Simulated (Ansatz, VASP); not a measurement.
**Two plane-wave programs on BiTe**

```
Bi Te
1.0
     0.00000    3.13795    3.33205
     3.13795    0.00000    3.33205
     3.13795    3.13795    0.00000
Bi Te
1 1
Direct
  0.00000 0.00000 0.00000
  0.50000 0.50000 0.50000
```

Change from the starting cell: strain -0.030 along x and y, +0.030 along z, atoms carried along.

Alike in both runs: task single point; functional PBE; k mesh 14 × 14 × 14; occupations gaussian, width 0.15 eV; no spin polarisation.

|  | VASP | Ansatz |
| --- | --- | --- |
| version | VASP 6.6.1 | Ansatz 0.2.0 |
| potentials or method | VASP PAW PBE potentials, release 64 (Bi_d, Te), cutoff 520 eV | scalar-relativistic, plane waves, PAW |
| valence electrons in the cell | 21 | 31 |

VASP gave:

```
gap on the k mesh at the Fermi level (eV)                     : none
pressure (GPa)                                                : 2.8
traceless stress, the component that is largest in VASP (GPa) : -3.72
```

**Question.** What did Ansatz give for the same quantities?

**Answer.** gap on the k mesh at the Fermi level (eV): none; pressure (GPa): 2.8; traceless stress, the component that is largest in VASP (GPa): -3.73.

A gap of «none» marks a metal or a gap that the smearing closes. VASP's potentials hold 21 valence electrons a cell and Ansatz's 31, so a difference there can come from the potentials and not from the codes.

Neither program's run includes spin-orbit coupling.
